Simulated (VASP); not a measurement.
SiSn5: relaxation of cell and atoms with PBE

SiSn5:

```
Si Sn
1.0
     4.50000    0.00000    0.00000
    -2.25000    3.89711    0.00000
     0.00000    0.00000   22.00000
Si Sn
2 10
Cartesian
  0.0000 2.5981 0.4583
  2.2500 1.2990 21.5417
  0.0000 2.5981 3.2083
  2.2500 1.2990 18.7917
  0.0000 0.0000 17.8750
  0.0000 0.0000 15.1250
  0.0000 0.0000 4.1250
  0.0000 0.0000 6.8750
  2.2500 1.2990 7.7917
  2.2500 1.2990 10.5417
  0.0000 2.5981 14.2083
  0.0000 2.5981 11.4583
```

| Property | Result |
| --- | --- |
| Program | VASP 6.6.1 |
| Task | relaxation of cell and atoms |
| Functional | PBE |
| Potentials or basis | VASP PAW PBE potentials, release 64 (Si, Sn_d) |
| Cutoff | 600 eV |
| k mesh | 4 × 4 × 1 |
| Occupations | gaussian, width 0.2 eV |
| Spin | no spin polarisation |
| Dipole correction | no |
| Further INCAR settings | ALGO = Fast; EDIFF = 1e-06; IBRION = 2; EDIFFG = -0.08; NSW = 36; ISIF = 3 |

The relaxed volume is 34.17 Å³/atom, the relaxed cell is a = 4.590 Å, b = 4.590 Å, c = 22.474 Å, α = 90.00°, β = 90.00°, γ = 120.00° and the space group after relaxing (to 0.05 Å) is P-3m1 (No. 164). The energy gained by relaxing is 74.2 meV/atom. The ionic steps are 17. The pressure after relaxing is 0.0 GPa, the largest force after relaxing is 0.037 eV/Å and the band gap on the k mesh is zero (band 74 reaches 4.92 eV, above the bottom of band 75 at 4.86 eV).

Forces on the atoms (eV/Å):
```
Si   0.000  0.000  0.033
Si   0.000  0.000 -0.033
Sn   0.000  0.000 -0.003
Sn   0.000  0.000  0.003
Sn   0.000  0.000  0.031
Sn   0.000  0.000 -0.026
Sn   0.000  0.000 -0.031
Sn   0.000  0.000  0.026
Sn   0.000  0.000 -0.020
Sn   0.000  0.000 -0.037
Sn   0.000  0.000  0.020
Sn   0.000  0.000  0.037
```

Stress tensor (GPa, compression positive):
```
-0.01  0.00  0.00
 0.00 -0.01  0.00
 0.00  0.00 -0.13
```

The path:
```csv
step,energy change (eV),largest force (eV/Å),pressure (GPa),volume (Å³)
1,0.0000,1.2285,3.46,385.81
2,-0.4459,0.6650,-0.92,425.84
3,-0.4533,0.7174,-0.56,420.98
4,-0.5594,0.6146,-0.45,418.59
5,-0.7197,0.3531,0.02,411.47
6,-0.7227,0.3992,0.10,410.41
7,-0.7595,0.3550,-0.01,411.04
8,-0.7595,0.3594,0.01,411.07
9,-0.7978,0.2294,-0.08,411.56
10,-0.8323,0.2533,-0.16,412.28
11,-0.8181,0.3510,-0.26,413.66
12,-0.8401,0.2566,-0.22,412.78
13,-0.8654,0.1876,0.12,408.79
14,-0.8702,0.1933,0.32,406.36
15,-0.8838,0.1995,-0.12,410.38
16,-0.8840,0.1995,-0.07,409.93
17,-0.8904,0.0366,-0.05,409.98
```

Final structure:
```cif
data_structure
_symmetry_space_group_name_H-M 'P 1'
_symmetry_Int_Tables_number 1
_cell_length_a 4.5896
_cell_length_b 4.5896
_cell_length_c 22.4737
_cell_angle_alpha 90.000
_cell_angle_beta 90.000
_cell_angle_gamma 120.000
_cell_volume 409.98
loop_
_atom_site_label
_atom_site_type_symbol
_atom_site_fract_x
_atom_site_fract_y
_atom_site_fract_z
_atom_site_occupancy
Si1 Si 0.33333 0.66667 0.01181 1
Si2 Si 0.66667 0.33333 0.98819 1
Sn1 Sn 0.33333 0.66667 0.12940 1
Sn2 Sn 0.66667 0.33333 0.87060 1
Sn3 Sn 0.00000 0.00000 0.82437 1
Sn4 Sn 0.00000 0.00000 0.69692 1
Sn5 Sn 0.00000 0.00000 0.17563 1
Sn6 Sn 0.00000 0.00000 0.30308 1
Sn7 Sn 0.66667 0.33333 0.34948 1
Sn8 Sn 0.66667 0.33333 0.47734 1
Sn9 Sn 0.33333 0.66667 0.65052 1
Sn10 Sn 0.33333 0.66667 0.52266 1
```

Levels at points of the mesh, in eV from the Fermi level:
| k point | band 70 | band 71 | band 72 | band 73 | band 74 | band 75 | band 76 | band 77 | band 78 | band 79 |
| --- | --- | --- | --- | --- | --- | --- | --- | --- | --- | --- |
| (0.00, 0.00, 0.00) | -0.17 | -0.17 | -0.05 | -0.05 | 0.04 | 0.31 | 0.31 | 0.43 | 0.59 | 0.74 |
| (0.50, 0.00, 0.00) | -1.80 | -1.33 | -1.23 | -1.00 | -0.85 | -0.02 | 0.47 | 0.93 | 1.23 | 1.35 |

Run time: 51 min on 1 thread of Intel(R) Xeon(R) Platinum 8488C (Sapphire Rapids), on a shared host, peak memory 0.62 GiB.

Caveat: the k points lie up to 0.40 Å⁻¹ apart in the final cell; spin-orbit coupling is left out, which moves the levels of the heavy elements; the relaxation stopped at a loose force limit of 0.08 eV/Å, so its end isn't a converged minimum.
